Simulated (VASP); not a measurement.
# C (Fd-3m) in VASP: notebook, part 2 of 2

VASP 6.6.1. The steps go on from the part before.

## 4. G0W0 quasiparticle levels, PBE

This run uses another cell than the first one, of 6.35 Å³/atom.

POSCAR reads:

```
C
1.0
    0.0000000000      1.8513291082      1.8513291082
    1.8513291082      0.0000000000      1.8513291082
    1.8513291082      1.8513291082      0.0000000000
C
2
Direct
    0.0000000000      0.0000000000      0.0000000000
    0.2500000000      0.2500000000      0.2500000000
```

INCAR.step1 reads:

```
SYSTEM = C
  ALGO = Normal
  EDIFF = 1E-8
  ENCUT = 500
  GGA = PE
  ISMEAR = 0
  LASPH = .TRUE.
  LCHARG = .FALSE.
  LREAL = .FALSE.
  LWAVE = .TRUE.
  NELM = 80
  PREC = Accurate
  SIGMA = 0.01
```

INCAR.step2 reads:

```
SYSTEM = C
  ALGO = Exact
  EDIFF = 1E-8
  ENCUT = 500
  GGA = PE
  ISMEAR = 0
  ISTART = 1
  LASPH = .TRUE.
  LCHARG = .FALSE.
  LOPTICS = .TRUE.
  LREAL = .FALSE.
  LWAVE = .TRUE.
  NBANDS = 56
  NELM = 1
  PREC = Accurate
  SIGMA = 0.01
```

INCAR.step3 reads:

```
SYSTEM = C
  ALGO = EVGW0
  EDIFF = 1E-8
  ENCUT = 500
  ENCUTGW = 150.0
  GGA = PE
  ISMEAR = 0
  ISTART = 1
  LASPH = .TRUE.
  LCHARG = .FALSE.
  LREAL = .FALSE.
  LWAVE = .FALSE.
  NBANDS = 56
  NBANDSGW = 12
  NELMGW = 1
  NOMEGA = 96
  OMEGAMAX = 20
  PREC = Accurate
  PRECFOCK = Fast
  SIGMA = 0.01
```

KPOINTS reads:

```
k-points
0
G
  6 6 6
  0 0 0
```

Potentials or basis: VASP PAW PBE potentials, release 64 (C_GW).

On the command line:

```console
cat potpaw_PBE.64/C_GW/POTCAR > POTCAR
cp INCAR.step1 INCAR
mpirun -np 1 vasp_std > vasp.out
cp INCAR.step2 INCAR
mpirun -np 1 vasp_std > vasp.out
cp INCAR.step3 INCAR
mpirun -np 1 vasp_std > vasp.out
```

OUTCAR:

```text
SYSTEM = C
   EDIFF = 1E-8
   ENCUT = 500
   ENCUTGW = 150.0
   GGA = PE
   ISMEAR = 0
   ISTART = 1
   LASPH = .TRUE.
   LREAL = .FALSE.
   NELMGW = 1
   PREC = Accurate
   PRECFOCK = Fast

 ion  position               nearest neighbor table
   1  0.000  0.000  0.000-   2 1.60   2 1.60   2 1.60   2 1.60
   2  0.250  0.250  0.250-   1 1.60   1 1.60   1 1.60   1 1.60

  LATTYP: Found a face centered cubic cell.
 ALAT       =     3.7026582164

  Lattice vectors:

 A1 = (   0.0000000000,   1.8513291082,   1.8513291082)
 A2 = (   1.8513291082,   0.0000000000,   1.8513291082)
 A3 = (   1.8513291082,   1.8513291082,   0.0000000000)

Analysis of symmetry for initial positions (statically):
=====================================================================
 Subroutine PRICEL returns:
 Original cell was already a primitive cell.

 Routine SETGRP: Setting up the symmetry group for a
 face centered cubic supercell.

 Subroutine GETGRP returns: Found 48 space group operations
 (whereof 24 operations were pure point group operations)
 out of a pool of 48 trial point group operations.

The static configuration has the point symmetry T_d .
 The point group associated with its full space group is O_h .

Analysis of symmetry for dynamics (positions and initial velocities):
=====================================================================
 Subroutine PRICEL returns:
 Original cell was already a primitive cell.

 Routine SETGRP: Setting up the symmetry group for a
 face centered cubic supercell.

 Subroutine GETGRP returns: Found 48 space group operations
 (whereof 24 operations were pure point group operations)
 out of a pool of 48 trial point group operations.

The dynamic configuration has the point symmetry T_d .
 The point group associated with its full space group is O_h .

 Subroutine INISYM returns: Found 48 space group operations
 (whereof 24 operations are pure point group operations),
 and found     1 'primitive' translations

----------------------------------------------------------------------------------------

                                     Primitive cell

  volume of cell :      12.6906

  direct lattice vectors                    reciprocal lattice vectors
     0.000000000  1.851329108  1.851329108    -0.270076238  0.270076238  0.270076238
     1.851329108  0.000000000  1.851329108     0.270076238 -0.270076238  0.270076238
     1.851329108  1.851329108  0.000000000     0.270076238  0.270076238 -0.270076238

  length of vectors
     2.618174733  2.618174733  2.618174733     0.467785765  0.467785765  0.467785765

  position of ions in fractional coordinates (direct lattice)
     0.000000000  0.000000000  0.000000000
     0.250000000  0.250000000  0.250000000

  ion indices of the primitive-cell ions
   primitive index   ion index
                 1           1
                 2           2

[... 19 lines left out ...]
     0.000000000  0.000000000  0.000000000

 Subroutine IBZKPT returns following result:
 ===========================================

 Found     16 irreducible k-points:

 Following reciprocal coordinates:
            Coordinates               Weight
  0.000000  0.000000  0.000000      1.000000
  0.166667  0.000000  0.000000      8.000000
  0.333333  0.000000  0.000000      8.000000
  0.500000  0.000000  0.000000      4.000000
  0.166667  0.166667  0.000000      6.000000
  0.333333  0.166667  0.000000     24.000000
[... 8 lines left out ...]
 -0.333333  0.333333  0.166667     24.000000
 -0.333333  0.500000  0.166667     12.000000
   k-points           NKPTS =     16   k-points in BZ     NKDIM =    216   number of bands    NBANDS=     56
   number of dos      NEDOS =    301   number of ions     NIONS =      2
   total plane-waves  NPLWV =   8000
   dimension x,y,z NGX =    20 NGY =   20 NGZ =   20
   dimension x,y,z NGXF=    40 NGYF=   40 NGZF=   40
   ions per type =               2
   NGX,Y,Z   is equivalent  to a cutoff of  12.70, 12.70, 12.70 a.u.
   NGXF,Y,Z  is equivalent  to a cutoff of  25.40, 25.40, 25.40 a.u.
 SYSTEM =  C
   PREC   = accura    normal or accurate (medium, high low for compatibility)
   ISTART =      1    job   : 0-new  1-cont  2-samecut
   ICHARG =      0    charge: 1-file 2-atom 10-const
   ISPIN  =      1    spin polarized calculation?
   LNONCOLLINEAR =      F non collinear calculations
   LSORBIT =      F    spin-orbit coupling
   LASPH  =      T    aspherical Exc in radial PAW
   ENCUT  =  500.0 eV  36.75 Ry    6.06 a.u.   4.77  4.77  4.77*2*pi/ulx,y,z
   NELM   =     60;   NELMIN=  2; NELMDL=  0     # of ELM steps
   EDIFF  = 0.1E-07   stopping-criterion for ELM
   LREAL  =      F    real-space projection
   EDIFFG = 0.1E-06   stopping-criterion for IOM
   NSW    =      0    number of steps for IOM
   IBRION =     -1    ionic relax: 0-MD 1-quasi-New 2-CG
   NFREE  =      0    steps in history (QN), initial steepest desc. (CG)
   ISIF   =      0    stress and relaxation
   ISYM   =      3    0-nonsym 1-usesym 2-fastsym
   POTIM  = 0.5000    time-step for ionic-motion
   TEBEG  =    0.0;   TEEND  =   0.0 temperature during run
   PSTRESS=    0.0 pullay stress
   NELECT =       8.0000    total number of electrons
   NUPDOWN=      -1.0000    fix difference up-down
   EMIN   =  10.00;   EMAX   =-10.00  energy-range for DOS
   EFERMI =   0.00;   METHOD = LEGACY
   ISMEAR =     0;   SIGMA  =   0.01  broadening in eV -4-tet -1-fermi 0-gaus
   EFERMI_NEDOS =   21; number of points for ismear=-14 and -15
   IALGO  =     38    algorithm
   IMIX   =      4    mixing-type and parameters
     AMIX     =   0.40;   BMIX     =  1.00
     AMIX_MAG =   1.60;   BMIX_MAG =  1.00
  volume/ion in A,a.u.               =       6.35        42.82
  Fermi-wavevector in a.u.,A,eV,Ry     =   1.403712  2.652630 26.809002  1.970406
  Thomas-Fermi vector in A             =   2.526346
   LORBIT       =      0    0 simple, 1 ext, 2 COOP (PROOUT), +10 PAW based schemes
   GGA     = PE    functional components
   LHFCALC =     T    Hartree Fock is set to
   PRECFOCK=fast      Normal, Fast or Accurate (Low or Medium for compatibility)
   ENCUT4O =  -1.0   cutoff for four orbital integrals eV
   NKREDX  =     1    reduce k-point grid by
   NKREDY  =     1    reduce k-point grid by
   NKREDZ  =     1    reduce k-point grid by
   AEXX    =    1.0000 exact exchange contribution
   HFSCREEN=    0.0000 screening length (either q_TF or 0.3 A-1)
   HFSCREENC=   0.0000 screening length for correlation (either q_TF or 0.3 A-1)
   ENCUTFOCK=  -1.0 apply spherical cutoff to Coloumb kernel
   IVDW    =     0    specifies the selected vdW correction
   LEPSILON=     F    determine dielectric tensor
   LRPA    =     F    only Hartree local field effects (RPA)
   LRPAFORCE           =     F    calculate RPA forces
   ENCUTGW             = 150.0    cutoff for response function in eV
   ENCUTGWSOFT         = 120.0    soft cutoff for Coulomb kernel in GW response function in eV
   ENCUTLF             =  -1.0    cutoff for local field effects
   NELMGW              =     1    number of iterations in solving QP/BSE equation
   NELMHF              =     1    number of iterations in the inner HF iteration
   NKREDLFX            =     1    NKREDLFY  =   1   NKREDLFZ  =   1
 non-spin polarized calculation
 Gauss-broadening in eV      SIGMA  =   0.01
  energy-cutoff  :      500.00
  volume of cell :       12.69
 maximum number of plane-waves:       332
  NGX = 12; NGY = 12; NGZ = 12
   NGX =  9   NGY =  9   NGZ =  9
 maximum number of plane-waves:        60

 QP shifts <psi_nk| G(iteration)W_0 |psi_nk>: iteration 1
 for sc-GW calculations column KS-energies equals QP-energies in previous step
 and V_xc(KS)=  KS-energies - (<T + V_ion + V_H > + <T+V_H+V_ion>^1  + <V_x>^1)

 k-point   1 :       0.0000    0.0000    0.0000
  band No.  KS-energies  QP-energies   sigma(KS)   V_xc(KS)     V^pw_x(r,r')   Z            occupation Imag(sigma)

      1     -11.8222     -13.2735     -16.3648     -14.4223     -24.7238       0.7471       2.0000       1.2315
      2       8.2036       7.6784     -17.0236     -16.3830     -18.6593       0.8198       2.0000       0.0242
      3       8.2036       7.6784     -17.0236     -16.3830     -18.6593       0.8198       2.0000       0.0242
      4       8.2036       7.6784     -17.0236     -16.3830     -18.6593       0.8198       2.0000       0.0242
      5      13.4875      14.5714     -13.8330     -15.1615      -9.0125       0.8159       0.0000      -0.0408
      6      13.4875      14.5714     -13.8330     -15.1615      -9.0125       0.8159       0.0000      -0.0408
      7      13.4875      14.5714     -13.8330     -15.1615      -9.0125       0.8159       0.0000      -0.0408
      8      19.0521      20.0911     -14.8873     -16.2343      -8.1468       0.7713       0.0000      -0.0819
      9      26.1293      26.3475     -11.0120     -11.2847      -4.0906       0.8004       0.0000      -0.2669
     10      33.5490      34.4728     -12.1765     -13.3101      -5.5625       0.8149       0.0000      -0.4876
     11      33.5490      34.4728     -12.1765     -13.3101      -5.5625       0.8149       0.0000      -0.4876
     12      34.5173      34.9046     -10.4953     -10.9696      -3.0388       0.8165       0.0000      -0.9649
[... 228 lines left out ...]
      1      -3.3717      -4.5361     -17.0011     -15.4206     -22.8145       0.7368       2.0000       0.2391
      2      -3.3717      -4.5361     -17.0011     -15.4206     -22.8145       0.7368       2.0000       0.2391
      3       1.2333       0.2314     -15.9880     -14.7112     -19.5568       0.7846       2.0000       0.0568
      4       1.2333       0.2314     -15.9880     -14.7112     -19.5568       0.7846       2.0000       0.0568
      5      15.8869      16.7506     -12.9491     -14.0106      -7.4439       0.8136       0.0000      -0.0518
      6      15.8869      16.7506     -12.9491     -14.0106      -7.4439       0.8136       0.0000      -0.0518
      7      21.3196      22.6143     -14.1819     -15.8836      -6.8479       0.7608       0.0000      -0.1205
      8      21.3196      22.6143     -14.1819     -15.8836      -6.8479       0.7608       0.0000      -0.1205
      9      28.1994      29.2134     -13.3341     -14.6386      -5.2809       0.7773       0.0000      -0.4476
     10      28.1994      29.2134     -13.3341     -14.6386      -5.2809       0.7773       0.0000      -0.4476
     11      37.1166      37.8183     -11.8983     -12.7841      -4.0326       0.7921       0.0000      -0.8867
     12      37.1166      37.8183     -11.8983     -12.7841      -4.0326       0.7921       0.0000      -0.8867
```

It took 52 s on 1 thread of Intel Xeon Platinum 8488C (Sapphire Rapids), shared host; peak memory 0.22 GiB.

What came out:

| Quantity | Value |
| --- | --- |
| Quasiparticle gap | 5.12 eV |
| Least direct quasiparticle gap | 6.89 eV |
| Band gap of the starting levels on the mesh | 3.90 eV |
| Least direct gap of the starting levels on the mesh | 5.28 eV |

Caveat: the k points lie up to 0.49 Å⁻¹ apart; the cutoff is under 1.25 times the usual one of these potentials, so pressure, stress and relaxed cells hold a basis-set (Pulay) error; bands, screening cutoff and mesh are small and nothing is extrapolated, so the quasiparticle values aren't converged.
